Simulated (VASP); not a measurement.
# SiTeS (P4mm) in VASP: a series of runs, part 2 of 2

VASP 6.6.1. Earlier steps stand in the parts before.

## (5) Relaxation of cell and atoms, PBE

This run uses another cell than the first one, of 28.80 Å³/atom.

File INCAR:

```
SYSTEM = SiTeS
  ALGO = Normal
  EDIFF = 1E-6
  EDIFFG = -0.04
  ENCUT = 600
  GGA = PE
  IBRION = 2
  ISIF = 3
  ISMEAR = 0
  LASPH = .TRUE.
  LCHARG = .FALSE.
  LREAL = .FALSE.
  LWAVE = .FALSE.
  NELM = 80
  NSW = 90
  PREC = Accurate
  SIGMA = 0.1
```

File KPOINTS:

```
k-points
0
G
  4 4 4
  0 0 0
```

File POSCAR:

```
SiTeS
1.0
    4.7535436900      0.0000000000      0.0000000000
    0.0000000000      4.7535436900      0.0000000000
    0.0000000000      0.0000000000      3.8231095900
Si Te S
1 1 1
Direct
    0.0000000000      0.0000000000      0.7147431300
    0.5000000000      0.5000000000      0.0401698500
    0.5000000000      0.5000000000      0.5551777400
```

Potentials or basis: VASP PAW PBE potentials, release 64 (Si, Te, S).

Command:

```console
$ cat potpaw_PBE.64/Si/POTCAR potpaw_PBE.64/Te/POTCAR potpaw_PBE.64/S/POTCAR > POTCAR
$ mpirun -np 1 vasp_std > vasp.out
```

OUTCAR:

```text
SYSTEM = SiTeS
   EDIFF = 1E-6
   EDIFFG = -0.04
   ENCUT = 600
   GGA = PE
   IBRION = 2
   ISIF = 3
   ISMEAR = 0
   LASPH = .TRUE.
   LREAL = .FALSE.
   NELM = 80
   NSW = 90
   PREC = Accurate

 ion  position               nearest neighbor table
   1  0.000  0.000  0.715-
   2  0.500  0.500  0.040-   3 1.85   3 1.97
   3  0.500  0.500  0.555-   2 1.85   2 1.97

  LATTYP: Found a simple tetragonal cell.
 ALAT       =     4.7535436900
 C/A-ratio  =     0.8042651629

  Lattice vectors:

 A1 = (   4.7535436900,   0.0000000000,   0.0000000000)
 A2 = (   0.0000000000,   4.7535436900,   0.0000000000)
 A3 = (   0.0000000000,   0.0000000000,   3.8231095900)

Analysis of symmetry for initial positions (statically):
=====================================================================
 Subroutine PRICEL returns:
 Original cell was already a primitive cell.

[... 1372 lines left out ...]
      3       0.2138      2.00000
      4       0.2138      2.00000
      5       1.3032      2.00000
      6       3.3270      2.00000
      7       3.3270      2.00000
      8       4.3152      2.00000
      9       6.8647      1.99664
     10       7.0365      1.38473
     11       9.4890      0.00000
     12       9.4890      0.00000

[... ionic steps 4 to 31 ...]

--------------------------------------- Ionic step       32  -------------------------------------------

 number of electron      15.9999994 magnetization

------------------------ aborting loop because EDIFF is reached ----------------------------------------
[... 69 lines left out ...]
--------------------------------------- Ionic step       34  -------------------------------------------

 number of electron      15.9999995 magnetization

 Free energy of the ion-electron system (eV)
  ---------------------------------------------------
  ext. energy  EPLUGINS =         0.00000000
  ---------------------------------------------------
  free energy    TOTEN  =       -11.86157288 eV

  energy without entropy =      -11.84985122  energy(sigma->0) =      -11.85571205

 E-fermi :   7.2427     XC(G=0): -10.0269

 val. band max:        7.1574160779   @ k =   0.5000   0.5000   0.5000
 cond. band min:       7.2634037596   @ k =   0.2500   0.2500   0.2500
 fundamental gap:      0.1059876817
 Fermi energy:         7.2427387202
[... 298 lines left out ...]
  FREE ENERGIE OF THE ION-ELECTRON SYSTEM (eV)
  ---------------------------------------------------
  free  energy   TOTEN  =       -11.8615728771 eV

  energy  without entropy=      -11.8498512247  energy(sigma->0) =      -11.85571205

 reached required accuracy - stopping structural energy minimisation
```

OSZICAR:

```text
N       E                     dE             d eps       ncg     rms          rms(c)
DAV:   1     0.858767264813E+02    0.85877E+02   -0.66062E+03   432   0.120E+03
DAV:   2     0.499695905502E+01   -0.80880E+02   -0.74120E+02   580   0.171E+02
DAV:   3    -0.171933993632E+01   -0.67163E+01   -0.65802E+01   536   0.549E+01
[... 364 lines left out ...]
DAV:   1    -0.118618482973E+02   -0.88709E-03   -0.18378E-01   432   0.256E+00    0.323E-01
DAV:   2    -0.118617677852E+02    0.80512E-04   -0.79088E-03   520   0.649E-01    0.115E-01
DAV:   3    -0.118616043771E+02    0.16341E-03   -0.49200E-04   488   0.160E-01    0.684E-02
DAV:   4    -0.118615733507E+02    0.31026E-04   -0.13778E-04   524   0.739E-02    0.293E-02
DAV:   5    -0.118615728771E+02    0.47354E-06   -0.98115E-06   460   0.233E-02
  34 F= -.11861573E+02 E0= -.11855712E+02  d E =-.102651E-02
```

CONTCAR:

```text
SiTeS
   1.00000000000000
     3.2234539700370735   -0.0000000000000000   -0.0000000000000000
     0.0000000000000000    3.2234539700370735    0.0000000000000000
     0.0000000000000000    0.0000000000000000    6.2889264058917442
  Si              Te              S
     1     1     1
Direct
     0.0000000000000000    0.0000000000000000    0.6898908633739093
     0.5000000000000000    0.5000000000000000    0.0823377888028053
     0.5000000000000000    0.5000000000000000    0.5378620678232834

  0.00000000E+00  0.00000000E+00  0.00000000E+00
  0.00000000E+00  0.00000000E+00  0.00000000E+00
  0.00000000E+00  0.00000000E+00  0.00000000E+00
```

It took 16 min on 1 thread of Intel Xeon 8259CL, shared host; peak memory 0.25 GiB.

Results:

| Item | Value |
| --- | --- |
| Free energy | -11.8616 eV |
| Relaxed volume | 21.78 Å³/atom |
| Relaxed cell | a = 3.223 Å, b = 3.223 Å, c = 6.289 Å, α = 90.00°, β = 90.00°, γ = 90.00° |
| Space group after relaxing (to 0.1 Å) | P4mm (No. 99) |
| Pressure after relaxing | 0.1 GPa |
| Largest force after relaxing | 0.034 eV/Å |
| Band gap on the k mesh | zero (bands 8 and 9 overlap by 2.55 eV) |

Forces in eV/Å, atoms in the order of the input:
```
Si   0.000  0.000  0.034
Te   0.000  0.000 -0.009
S    0.000  0.000 -0.025
```

Final structure:
```yaml
crystal:
  lattice:
    - [3.22345, 0.00000, 0.00000]
    - [0.00000, 3.22345, 0.00000]
    - [0.00000, 0.00000, 6.28893]
  atoms:
    - { symbol: Si, position: [0.00000, 0.00000, 0.68989] }
    - { symbol: Te, position: [0.50000, 0.50000, 0.08234] }
    - { symbol: S, position: [0.50000, 0.50000, 0.53786] }
```

Levels at points of the mesh, in eV from the Fermi level:
```csv
k point,band 4,band 5,band 6,band 7,band 8,band 9,band 10,band 11,band 12
"(0.00, 0.00, 0.00)",-3.19,-3.19,-1.68,-0.49,1.66,1.85,1.85,3.23,5.27
"(0.50, 0.00, 0.00)",-5.86,-5.14,-2.43,-1.86,0.94,2.68,2.71,3.22,4.26
"(0.50, 0.50, 0.00)",-7.04,-5.82,-4.29,-3.42,-3.42,0.26,1.10,1.10,2.12
"(0.00, 0.00, 0.50)",-4.36,-3.15,-3.15,-0.77,1.52,1.52,2.81,3.31,6.04
"(0.50, 0.00, 0.50)",-5.73,-4.08,-2.18,-1.84,-1.06,2.72,3.04,3.25,3.33
"(0.50, 0.50, 0.50)",-6.95,-5.80,-3.82,-3.82,-2.81,-0.22,-0.09,2.42,2.42
```

Caveat: the k points lie up to 0.49 Å⁻¹ apart in the final cell, too coarse for converged energies and pressures of a metal; the volume moved by over 15 % at a fixed basis, so the end points are rough; spin-orbit coupling is left out, which moves the levels of the heavy elements.

## (6) Relaxation of cell and atoms, PBE

File INCAR:

```
SYSTEM = SiTeS
PREC = Accurate
ENCUT = 600
EDIFF = 1E-6
ISMEAR = 0
SIGMA = 0.1
LREAL = .FALSE.
LASPH = .TRUE.
NELM = 100
ALGO = Normal
ISIF = 3
LWAVE = .FALSE.
LCHARG = .FALSE.
GGA = PE
IBRION = 2
NSW = 90
EDIFFG = -0.04
```

File KPOINTS:

```
Automatic mesh
0
G
  6 6 4
  0 0 0
```

File POSCAR:

```
SiTeS
1.0
    3.2301556958      0.0000000000      0.0000000000
    0.0000000000      3.2301556958      0.0000000000
    0.0000000000      0.0000000000      6.2858062206
Si Te S
1 1 1
Direct
    0.0000000000      0.0000000000      0.6899080130
    0.5000000000      0.5000000000      0.0825067746
    0.5000000000      0.5000000000      0.5376759324
```

Potentials or basis: VASP PAW PBE potentials, release 64 (Si, Te, S).

Command:

```console
$ cat potpaw_PBE.64/Si/POTCAR potpaw_PBE.64/Te/POTCAR potpaw_PBE.64/S/POTCAR > POTCAR
$ mpirun -np 1 vasp_std > vasp.out
```

Wall time 9.3 min (1 thread of Intel Xeon 8259CL, shared host); peak memory 0.23 GiB.

Results (log left out):

```yaml
Free_energy: -11.9968 eV
Relaxed_volume: 25.76 Å³/atom
Relaxed_cell: a = 3.129 Å, b = 3.129 Å, c = 7.897 Å, α = 90.00°, β = 90.00°, γ = 90.00°
Space_group_after_relaxing_to_0.1_Å: P4mm (No. 99)
Energy_gained_by_relaxing: 120.6 meV/atom
Ionic_steps: 19
Pressure_after_relaxing: 0.1 GPa
Largest_force_after_relaxing: 0.008 eV/Å
Band_gap_on_the_k_mesh: zero (bands 8 and 9 overlap by 2.77 eV)
```

Forces in eV/Å, atoms in the order of the input:
```
Si   0.000  0.000 -0.008
Te   0.000  0.000  0.004
S    0.000  0.000  0.004
```

Stress tensor (GPa, compression positive):
```
-0.01  0.00  0.00
 0.00 -0.01  0.00
 0.00  0.00  0.21
```

Step by step:
| step | energy change (eV) | largest force (eV/Å) | pressure (GPa) | volume (Å³) |
| --- | --- | --- | --- | --- |
| 1 | 0.0000 | 0.4634 | 0.92 | 65.59 |
| 2 | -0.1549 | 0.2544 | 0.67 | 66.70 |
| 3 | -0.2268 | 0.9139 | 1.08 | 68.44 |
| 4 | -0.2417 | 0.5966 | 0.73 | 67.94 |
| 5 | -0.2425 | 0.6644 | 0.79 | 68.06 |
| 6 | -0.2857 | 0.4569 | 0.49 | 69.84 |
| 7 | -0.3358 | 0.1711 | 0.27 | 73.74 |
| 8 | -0.3370 | 0.2854 | 0.29 | 74.71 |
| 9 | -0.3459 | 0.1316 | -0.35 | 76.86 |
| 10 | -0.3461 | 0.1295 | -0.44 | 77.21 |
| 11 | -0.3487 | 0.0976 | 0.33 | 76.43 |
| 12 | -0.3490 | 0.1043 | 0.15 | 76.60 |
| 13 | -0.3526 | 0.0940 | 0.11 | 76.70 |
| 14 | -0.3602 | 0.0808 | 0.05 | 76.98 |
| 15 | -0.3482 | 0.1912 | 0.17 | 77.53 |
| 16 | -0.3611 | 0.0816 | 0.05 | 77.08 |
| 17 | -0.3611 | 0.0808 | 0.05 | 77.11 |
| 18 | -0.3611 | 0.0770 | 0.08 | 77.48 |
| 19 | -0.3617 | 0.0082 | 0.07 | 77.29 |

Final structure:
```
Si Te S
1.0
     3.12855    0.00000    0.00000
     0.00000    3.12855    0.00000
     0.00000    0.00000    7.89655
Si Te S
1 1 1
Direct
  0.00000 0.00000 0.69681
  0.50000 0.50000 0.04896
  0.50000 0.50000 0.56433
```

Levels at points of the mesh, in eV from the Fermi level:
```csv
k point,band 4,band 5,band 6,band 7,band 8,band 9,band 10,band 11,band 12
"(0.00, 0.00, 0.00)",-2.59,-2.35,-2.35,-0.62,1.42,2.54,2.54,3.86,6.26
"(0.50, 0.00, 0.00)",-5.32,-4.24,-2.03,-0.88,-0.78,3.17,3.61,4.14,4.74
"(0.50, 0.50, 0.00)",-6.61,-5.27,-3.49,-3.49,-2.33,0.72,0.84,1.80,1.80
"(0.00, 0.00, 0.50)",-3.42,-2.35,-2.35,-0.03,1.88,2.52,2.52,3.87,6.32
"(0.50, 0.00, 0.50)",-5.37,-3.99,-1.85,-1.38,-0.88,3.61,3.68,3.73,4.14
"(0.50, 0.50, 0.50)",-6.61,-5.27,-3.51,-3.51,-2.14,0.47,0.67,1.97,1.97
```

Caveat: the volume moved by over 15 % at a fixed basis, so the end points are rough; spin-orbit coupling is left out, which moves the levels of the heavy elements; this functional lacks dispersion, which binds layers or chains, so the pressure and a relaxed spacing across them are unreliable.

## (7) Overview

| task | cell | k mesh | cutoff (eV) | gap on the mesh (eV) | pressure (GPa) | relaxed volume (Å³/atom) | largest force (eV/Å) |
| --- | --- | --- | --- | --- | --- | --- | --- |
| single point | a = 3.230, b = 3.230, c = 6.286 Å, 3 atoms, atomic positions A | 4 × 4 × 4 | 520 | none | -0.1 | - | 0.01 |
| single point | a = 4.754, b = 4.754, c = 3.823 Å, 3 atoms, atomic positions B | 4 × 4 × 4 | 520 | none | 42.9 | - | 10.18 |
| single point | a = 3.130, b = 3.130, c = 8.013 Å, 3 atoms, atomic positions C | 6 × 6 × 4 | 520 | none | 0.0 | - | 0.01 |
| relaxation of cell and atoms | relaxed from a = 4.754, b = 4.754, c = 3.823 Å, 3 atoms, atomic positions B | 4 × 4 × 4 | 600 | none | 0.1 | 21.78 | 0.03 |
| relaxation of cell and atoms | relaxed from a = 3.230, b = 3.230, c = 6.286 Å, 3 atoms, atomic positions A | 6 × 6 × 4 | 600 | none | 0.1 | 25.76 | 0.01 |

Alike in all rows: level PBE; potentials or basis VASP PAW PBE potentials, release 64 (Si, Te, S); no spin polarisation; smearing gaussian 0.1 eV.

Caveats: some runs use coarse meshes; spin-orbit coupling is left out, which moves the levels of the heavy elements; this functional lacks dispersion, which binds layers or chains, so the pressure and a relaxed spacing across them are unreliable (at least some runs); the volume moved by over 15 % at a fixed basis, so the end points are rough (at least some runs); forces of over 1 eV/Å act on the atoms, so gaps and moduli don't describe the material at rest (at least some runs).

Absolute energies hang on the potentials; compare differences alone.

The gap in the log of VASP goes by the Fermi energy; the results here count the filled bands.